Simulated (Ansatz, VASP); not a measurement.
**BaTiO3: VASP beside Ansatz**

File INCAR:

```
SYSTEM = BaTiO3
PREC = Accurate
ENCUT = 520
EDIFF = 1E-6
ISMEAR = -1
SIGMA = 0.03
LREAL = .FALSE.
LASPH = .TRUE.
NELM = 100
ALGO = Normal
ISIF = 2
LWAVE = .FALSE.
LCHARG = .TRUE.
GGA = PE
LELF = .TRUE.
LVHAR = .TRUE.
NBANDS = 28
```

File KPOINTS:

```
Automatic mesh
0
G
  7 7 7
  0 0 0
```

File POSCAR:

```
BaTiO3
1.0
    3.9598020000      0.0000000000      0.0000000000
    0.0000000000      3.9598020000      0.0000000000
    0.0000000000      0.0000000000      4.0180000000
Ba Ti O
1 1 3
Direct
    0.0000000000      0.0000000000      0.0000000000
    0.5000000000      0.5000000000      0.5000000000
    0.5000000000      0.5000000000      0.0000000000
    0.5000000000      0.0000000000      0.5000000000
    0.0000000000      0.5000000000      0.5000000000
```

Input for Ansatz:

```yaml
crystal:
  lattice:
    - [3.959802, 0.0, 0.0]
    - [0.0, 3.959802, 0.0]
    - [0.0, 0.0, 4.018]
  atoms:
    - { symbol: Ba, position: [0.0, 0.0, 0.0] }
    - { symbol: Ti, position: [0.5, 0.5, 0.5] }
    - { symbol: O, position: [0.5, 0.5, 0.0] }
    - { symbol: O, position: [0.5, 0.0, 0.5] }
    - { symbol: O, position: [0.0, 0.5, 0.5] }
kpoints:
  mp_grid: { grid: [7, 7, 7] }
  band_path:
    path:
      - [0.0, 0.0, 0.0]
      - [0.0, 0.5, 0.0]
      - [0.5, 0.5, 0.0]
      - [0.0, 0.0, 0.0]
      - [0.0, 0.0, 0.5]
      - [0.0, 0.5, 0.5]
      - [0.5, 0.5, 0.5]
      - [0.0, 0.0, 0.5]
      - [0.0, 0.5, 0.0]
    npoints: 5
scf:
  occupations: { method: fermi_dirac, width: 0.03 }
hamiltonian:
  xc: pbe
  pseudopotentials: { kind: all_electron, lapw: { basis_error: 0.001 } }
output:
  forces: true
  stress: true
  eigenvalues: true
```

Change from the starting cell: equal xx and yy strain of -1 %.

Alike in both runs: task single point; functional PBE; k mesh 7 × 7 × 7; occupations fermi-dirac, width 0.03 eV; no spin polarisation.

```csv
,VASP,Ansatz
version,VASP 6.6.1,Ansatz 0.2.0
potentials or method,"VASP PAW PBE potentials, release 64 (Ba_sv, Ti_sv, O), cutoff 520 eV","all-electron LAPW, scalar-relativistic"
```

Ansatz gave:

- gap on the k mesh at the Fermi level (eV): 1.89
- pressure (GPa): 5.3
- traceless stress, the component that is largest in VASP (GPa): -1.97

Q: Estimate VASP's values.

A: gap on the k mesh at the Fermi level (eV): 1.83; pressure (GPa): 7.2; traceless stress, the component that is largest in VASP (GPa): -2.04.

Ansatz ran all-electron here, and VASP with PAW potentials.

Neither program's run includes spin-orbit coupling.
